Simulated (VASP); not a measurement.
# FeGe (P6/mmm) in VASP: a series of runs

The runs below take FeGe through single point, with r2SCAN, LDA.

Everything below comes from runs of VASP 6.6.1. Logs are shortened: lines on timing, memory, paths and dates and some standing lists are left out, and cuts for length are marked.

## Step 1: The cell of the first run

It takes space group P6/mmm (No. 191, hexagonal). The conventional cell has a = 4.984 Å, b = 4.984 Å, c = 4.108 Å, α = 90.00°, β = 90.00°, γ = 120.00°. Ge (site symmetry -6m2) has 6 Fe at 2.51 Å and 3 Ge at 2.88 Å within 3.3 Å. Ge (site symmetry 6/mmm) has 6 Fe at 2.49 Å within 3.3 Å. Within 3.3 Å of Fe (site symmetry mmm) lie 6 Ge at 2.49 to 2.51 Å and 4 Fe at 2.49 Å.

## Step 2: Single point, r2SCAN, collinear spin, ferromagnetic start

POSCAR reads:

```
FeGe
1.0
    4.9842638310      0.0000000000      0.0000000000
   -2.4921319155      4.3164990968      0.0000000000
    0.0000000000      0.0000000000      4.1082587444
Ge Fe
3 3
Direct
    0.6666666667      0.3333333333      0.5000000000
    0.3333333333      0.6666666667      0.5000000000
    0.0000000000      0.0000000000      0.0000000000
    0.0000000000      0.5000000000      0.0000000000
    0.5000000000      0.5000000000      0.0000000000
    0.5000000000      0.0000000000      0.0000000000
```

INCAR.step1 reads:

```
SYSTEM = FeGe
  PREC = Accurate
  ENCUT = 520
  ISMEAR = -1
  SIGMA = 0.05
  LREAL = .False.
  LASPH = .True.
  NELM = 150
  ISPIN = 2
  MAGMOM = 0 0 0 3 3 3
  LMAXMIX = 4
  NBANDS = 46
  GGA = PE
  ALGO = Normal
  EDIFF = 1E-4
  LWAVE = .True.
  LCHARG = .False.
```

INCAR.step2 reads:

```
SYSTEM = FeGe
  PREC = Accurate
  ENCUT = 520
  EDIFF = 1E-6
  ISMEAR = -1
  SIGMA = 0.05
  LREAL = .False.
  LASPH = .True.
  NELM = 150
  ALGO = Normal
  ISIF = 2
  LWAVE = .False.
  LCHARG = .False.
  ISPIN = 2
  MAGMOM = 0 0 0 3 3 3
  LORBIT = 11
  LMAXMIX = 4
  METAGGA = R2SCAN
  LMIXTAU = .True.
  NBANDS = 46
  ISTART = 1
```

KPOINTS reads:

```
Automatic mesh
0
Gamma
  6 6 7
  0 0 0
```

Potentials or basis: VASP PAW PBE potentials, release 64 (Ge_d, Fe).

Run with:

```
cat potpaw_PBE.64/Ge_d/POTCAR potpaw_PBE.64/Fe/POTCAR > POTCAR
cp INCAR.step1 INCAR
mpirun -np 1 vasp_std > vasp.out
cp INCAR.step2 INCAR
mpirun -np 1 vasp_std > vasp.out
```

OUTCAR:

```text
SYSTEM = FeGe
   PREC = Accurate
   ENCUT = 520
   EDIFF = 1E-6
   ISMEAR = -1
   LREAL = .False.
   LASPH = .True.
   NELM = 150
   ISIF = 2
   ISPIN = 2
   LORBIT = 11
   METAGGA = R2SCAN
   ISTART = 1

 ion  position               nearest neighbor table
   1  0.667  0.333  0.500-   6 2.51   6 2.51   4 2.51   4 2.51   5 2.51   5 2.51   2 2.88   2 2.88
                             2 2.88
   2  0.333  0.667  0.500-   6 2.51   6 2.51   4 2.51   4 2.51   5 2.51   5 2.51   1 2.88   1 2.88
                             1 2.88
   3  0.000  0.000  0.000-   4 2.49   5 2.49   4 2.49   5 2.49   6 2.49   6 2.49
   4  0.000  0.500  0.000-   3 2.49   6 2.49   3 2.49   6 2.49   5 2.49   5 2.49   2 2.51   2 2.51
                             1 2.51   1 2.51
   5  0.500  0.500  0.000-   3 2.49   6 2.49   6 2.49   3 2.49   4 2.49   4 2.49   2 2.51   2 2.51
                             1 2.51   1 2.51
   6  0.500  0.000  0.000-   4 2.49   5 2.49   5 2.49   4 2.49   3 2.49   3 2.49   2 2.51   2 2.51
                             1 2.51   1 2.51

  LATTYP: Found a hexagonal cell.
 ALAT       =     4.9842638310
 C/A-ratio  =     0.8242458433

  Lattice vectors:

 A1 = (   4.9842638310,   0.0000000000,   0.0000000000)
 A2 = (  -2.4921319155,   4.3164990968,   0.0000000000)
 A3 = (   0.0000000000,   0.0000000000,   4.1082587444)

Analysis of symmetry for initial positions (statically):
=====================================================================
 Subroutine PRICEL returns:
 Original cell was already a primitive cell.

 Routine SETGRP: Setting up the symmetry group for a
 hexagonal supercell.

 Subroutine GETGRP returns: Found 24 space group operations
 (whereof 24 operations were pure point group operations)
 out of a pool of 24 trial point group operations.

The static configuration has the point symmetry D_6h.

Analysis of symmetry for dynamics (positions and initial velocities):
=====================================================================
 Subroutine PRICEL returns:
 Original cell was already a primitive cell.

 Routine SETGRP: Setting up the symmetry group for a
 hexagonal supercell.

 Subroutine GETGRP returns: Found 24 space group operations
 (whereof 24 operations were pure point group operations)
 out of a pool of 24 trial point group operations.

The dynamic configuration has the point symmetry D_6h.

Analysis of structural, dynamic, and magnetic symmetry:
=====================================================================
 Subroutine PRICEL returns:
 Original cell was already a primitive cell.

 Routine SETGRP: Setting up the symmetry group for a
 hexagonal supercell.

 Subroutine GETGRP returns: Found 24 space group operations
 (whereof 24 operations were pure point group operations)
 out of a pool of 24 trial point group operations.

The overall configuration has the point symmetry D_6h.

 Subroutine INISYM returns: Found 24 space group operations
 (whereof 24 operations are pure point group operations),
 and found     1 'primitive' translations

----------------------------------------------------------------------------------------

                                     Primitive cell

  volume of cell :      88.3874

  direct lattice vectors                    reciprocal lattice vectors
     4.984263831  0.000000000  0.000000000     0.200631434  0.115834612  0.000000000
    -2.492131915  4.316499097  0.000000000     0.000000000  0.231669225  0.000000000
     0.000000000  0.000000000  4.108258744     0.000000000  0.000000000  0.243412127

  length of vectors
     4.984263831  4.984263831  4.108258744     0.231669225  0.231669225  0.243412127

  position of ions in fractional coordinates (direct lattice)
     0.666666667  0.333333333  0.500000000
     0.333333333  0.666666667  0.500000000
     0.000000000  0.000000000  0.000000000
     1.000000000  0.500000000  0.000000000
     0.500000000  0.500000000  0.000000000
     0.500000000  0.000000000  0.000000000

  ion indices of the primitive-cell ions
   primitive index   ion index
                 1           1
                 2           2
[... 37 lines left out ...]
  0.166667  0.166667  0.000000      6.000000
  0.333333  0.166667  0.000000     12.000000
[... 16 lines left out ...]
  0.166667  0.000000  0.428571     12.000000
  0.333333  0.000000  0.428571     12.000000
 [... further k-points ...]
   k-points           NKPTS =     28   k-points in BZ     NKDIM =     28   number of bands    NBANDS=     46
   number of dos      NEDOS =    301   number of ions     NIONS =      6
   total plane-waves  NPLWV =  51200
   dimension x,y,z NGX =    40 NGY =   40 NGZ =   32
   dimension x,y,z NGXF=    80 NGYF=   80 NGZF=   64
   ions per type =               3   3
   NGX,Y,Z   is equivalent  to a cutoff of  13.34, 13.34, 12.95 a.u.
   NGXF,Y,Z  is equivalent  to a cutoff of  26.68, 26.68, 25.90 a.u.
 SYSTEM =  FeGe
   PREC   = accura    normal or accurate (medium, high low for compatibility)
   ISTART =      1    job   : 0-new  1-cont  2-samecut
   ICHARG =      0    charge: 1-file 2-atom 10-const
   ISPIN  =      2    spin polarized calculation?
   LNONCOLLINEAR =      F non collinear calculations
   LSORBIT =      F    spin-orbit coupling
   LASPH  =      T    aspherical Exc in radial PAW
   ENCUT  =  520.0 eV  38.22 Ry    6.18 a.u.   9.27  9.27  7.64*2*pi/ulx,y,z
   NELM   =    150;   NELMIN=  2; NELMDL=  0     # of ELM steps
   EDIFF  = 0.1E-05   stopping-criterion for ELM
   LREAL  =      F    real-space projection
   EDIFFG = 0.1E-04   stopping-criterion for IOM
   NSW    =      0    number of steps for IOM
   IBRION =     -1    ionic relax: 0-MD 1-quasi-New 2-CG
   NFREE  =      0    steps in history (QN), initial steepest desc. (CG)
   ISIF   =      2    stress and relaxation
   ISYM   =      2    0-nonsym 1-usesym 2-fastsym
   POTIM  = 0.5000    time-step for ionic-motion
   TEBEG  =    0.0;   TEEND  =   0.0 temperature during run
   PSTRESS=    0.0 pullay stress
   NELECT =      66.0000    total number of electrons
   NUPDOWN=      -1.0000    fix difference up-down
   EMIN   =  10.00;   EMAX   =-10.00  energy-range for DOS
   EFERMI =   0.00;   METHOD = LEGACY
   ISMEAR =    -1;   SIGMA  =   0.05  broadening in eV -4-tet -1-fermi 0-gaus
   EFERMI_NEDOS =   21; number of points for ismear=-14 and -15
   IALGO  =     38    algorithm
   IMIX   =      4    mixing-type and parameters
     AMIX     =   0.40;   BMIX     =  1.00
     AMIX_MAG =   1.60;   BMIX_MAG =  1.00
  volume/ion in A,a.u.               =      14.73        99.41
  Fermi-wavevector in a.u.,A,eV,Ry     =   1.485226  2.806671 30.013056  2.205897
  Thomas-Fermi vector in A             =   2.598665
   LORBIT       =     11    0 simple, 1 ext, 2 COOP (PROOUT), +10 PAW based schemes
   METAGGA = R2SCAN    functional components
   LHFCALC =     F    Hartree Fock is set to
   AEXX    =    0.0000 exact exchange contribution
   IVDW    =     0    specifies the selected vdW correction
   LEPSILON=     F    determine dielectric tensor
   LRPA    =     F    only Hartree local field effects (RPA)
 spin polarized calculation
  energy-cutoff  :      520.00
  volume of cell :       88.39
 maximum number of plane-waves:      2409
 NGX is ok and might be reduce to    40
   NGX = 19   NGY = 19   NGZ = 15

 number of electron      65.9999986 magnetization       6.5404940

 Free energy of the ion-electron system (eV)
  ---------------------------------------------------
  ext. energy  EPLUGINS =         0.00000000
  ---------------------------------------------------
  free energy    TOTEN  =       -84.73665397 eV

  energy without entropy =      -84.71152027  energy(sigma->0) =      -84.72408712

 E-fermi :   6.8598     XC(G=0): -13.0605

 val. band max:        6.8353791223   @ k =   0.3333   0.3333   0.0000
 cond. band min:       6.8757790131   @ k =   0.3333   0.1667   0.2857
 fundamental gap:      0.0403998908
 Fermi energy:         6.8598194726

 spin component 1

 k-point     1 :       0.0000    0.0000    0.0000
  band No.  band energies     occupation
      1     -18.8041      1.00000
      2     -18.7782      1.00000
      3     -18.7782      1.00000
      4     -18.7359      1.00000
      5     -18.7359      1.00000
      6     -18.7320      1.00000
[... 1141 lines left out ...]
     44      14.6459      0.00000
     45      15.5568      0.00000

 [... further k-points ...]

 spin component 2

 k-point     1 :       0.0000    0.0000    0.0000
  band No.  band energies     occupation
      1     -18.8023      1.00000
      2     -18.7808      1.00000
      3     -18.7808      1.00000
      4     -18.7478      1.00000
      5     -18.7478      1.00000
      6     -18.7351      1.00000
[... 1141 lines left out ...]
     44      15.2112      0.00000
     45      16.1211      0.00000

 [... further k-points ...]

 [bands above 45 left out]

------------------------ aborting loop because EDIFF is reached ----------------------------------------

  FORCE on cell =-STRESS in cart. coord.  units (eV):
  Direction    XX          YY          ZZ          XY          YZ          ZX
  --------------------------------------------------------------------------------------
  -------------------------------------------------------------------------------------
  Total       -0.0551021     -0.0551021     -0.1402716      0.0000000      0.0000000      0.0000000
  in kB       -0.9988220     -0.9988220     -2.5426690      0.0000000      0.0000000      0.0000000
  external PRESSURE =      -1.5134377 kB  Pullay stress =       0.0000000 kB

 VOLUME and BASIS-vectors are now :
 -----------------------------------------------------------------------------
  energy-cutoff  :      520.00
  volume of cell :       88.39
      direct lattice vectors                 reciprocal lattice vectors
     4.984263831  0.000000000  0.000000000     0.200631434  0.115834612  0.000000000
    -2.492131915  4.316499097  0.000000000     0.000000000  0.231669225  0.000000000
     0.000000000  0.000000000  4.108258744     0.000000000  0.000000000  0.243412127

 POSITION                                       TOTAL-FORCE (eV/Angst)
 -----------------------------------------------------------------------------------
      2.49213      1.43883      2.05413        -0.000000     -0.000000      0.000000
     -0.00000      2.87767      2.05413         0.000000      0.000000      0.000000
      0.00000      0.00000      0.00000        -0.000000      0.000000      0.000000
     -1.24607      2.15825      0.00000        -0.000000      0.000000      0.000000
      1.24607      2.15825      0.00000        -0.000000      0.000000      0.000000
      2.49213      0.00000      0.00000        -0.000000      0.000000      0.000000
 -----------------------------------------------------------------------------------
    total drift:                               -0.000000      0.000000     -0.000000

  FREE ENERGIE OF THE ION-ELECTRON SYSTEM (eV)
  ---------------------------------------------------
  free  energy   TOTEN  =       -84.7366539666 eV

  energy  without entropy=      -84.7115202661  energy(sigma->0) =      -84.72408712

 total charge

# of ion       s       p       d       tot
------------------------------------------
    1        1.110   1.208  10.071  12.388
    2        1.110   1.208  10.071  12.388
    3        1.141   1.181  10.046  12.368
    4        0.438   0.584   6.335   7.357
    5        0.438   0.584   6.335   7.357
    6        0.438   0.584   6.335   7.357
--------------------------------------------------
tot          4.673   5.349  49.192  59.215

 magnetization (x)

# of ion       s       p       d       tot
------------------------------------------
    1        0.002  -0.082  -0.005  -0.085
    2        0.002  -0.082  -0.005  -0.085
    3        0.011  -0.140   0.000  -0.129
    4        0.009  -0.007   2.327   2.329
    5        0.009  -0.007   2.327   2.329
    6        0.009  -0.007   2.327   2.329
--------------------------------------------------
tot          0.042  -0.326   6.972   6.688
```

It took 25 min on 1 thread of Intel Xeon 8259CL, shared host; peak memory 0.38 GiB.

Results:

```yaml
Free_energy: -84.7367 eV
Pressure: -0.2 GPa
Net_moment: 6.54 μB per cell
Site_moments: Ge -0.09, -0.13 (each value once); Fe +2.33 μB
Valence_electrons_inside_the_program's_atomic_spheres: Ge 12.39, 12.37 (each value once); Fe 7.36
```

Caveat: the PAW data sets were made with another functional, which shifts forces and pressure a little.

## Step 3: Single point, LDA, collinear spin, ferromagnetic start

This run uses another cell than the first one, of 13.34 Å³/atom.

INCAR reads:

```
SYSTEM = FeGe
ALGO     = Normal         ! electronic algorithm
EDIFF    = 1E-6           ! SCF threshold, eV
ENCUT    = 520            ! plane-wave cutoff, eV
GGA      = CA             ! functional
ISIF     = 2              ! what is computed and relaxed
ISMEAR   = -1             ! smearing method
ISPIN    = 2              ! spin polarisation
LASPH    = .TRUE.         ! aspherical terms in the spheres
LCHARG   = .FALSE.        ! write CHGCAR
LMAXMIX  = 4              ! l up to which the mixer works
LORBIT   = 11             ! projections on sites
LREAL    = .FALSE.        ! projectors in reciprocal space
LWAVE    = .FALSE.        ! write WAVECAR
MAGMOM   = 0 0 0 3 3 3    ! initial moments
NBANDS   = 46             ! bands
NELM     = 150            ! most SCF steps
PREC     = Accurate       ! precision mode
SIGMA    = 0.05           ! smearing width, eV
```

KPOINTS reads:

```
k-points
0
G
  6 6 7
  0 0 0
```

Changes to POSCAR since step 2:

```diff
@@ -2,5 +2,5 @@
 1.0
-    4.9842638310      0.0000000000      0.0000000000
-   -2.4921319155      4.3164990968      0.0000000000
-    0.0000000000      0.0000000000      4.1082587444
+    4.8685968025      0.0000000000      0.0000000000
+   -2.4342984012      4.2163285117      0.0000000000
+    0.0000000000      0.0000000000      3.8980144238
 Ge Fe
```

Potentials or basis: VASP PAW LDA potentials, release 64 (Ge_d, Fe).

Run with:

```
cat potpaw_LDA.64/Ge_d/POTCAR potpaw_LDA.64/Fe/POTCAR > POTCAR
mpirun -np 1 vasp_std > vasp.out
```

It took 1.8 min on 1 thread of AMD EPYC 9R45 (Zen 5), shared host; peak memory 0.23 GiB.

Results (log left out):

```
Free energy                                           : -44.8001 eV
Pressure                                              : 0.3 GPa
Net moment                                            : 3.16 μB per cell
Site moments                                          : Ge -0.04, -0.05 (each value once); Fe +1.09 μB
Valence electrons inside the program's atomic spheres : Ge 12.53, 12.42 (each value once); Fe 7.64
```

Stress tensor (GPa, compression positive):
```
 0.52  0.00  0.00
 0.00  0.52  0.00
 0.00  0.00 -0.01
```

Levels at points of the mesh, in eV from the Fermi level:
Spin up:
| k point | band 32 | band 33 | band 34 | band 35 | band 36 | band 37 |
| --- | --- | --- | --- | --- | --- | --- |
| (0.00, 0.00, 0.00) | -0.84 | -0.79 | -0.79 | 0.33 | 0.66 | 1.82 |
| (0.50, 0.00, 0.00) | -0.93 | -0.80 | 0.92 | 1.07 | 1.40 | 1.95 |
Spin down:
```
           k point  band 29  band 30  band 31  band 32  band 33  band 34
(0.00, 0.00, 0.00)    -1.73     0.10     0.10     0.24     0.30     0.30
(0.50, 0.00, 0.00)    -1.00    -0.65    -0.46     0.13     0.28     1.67
```
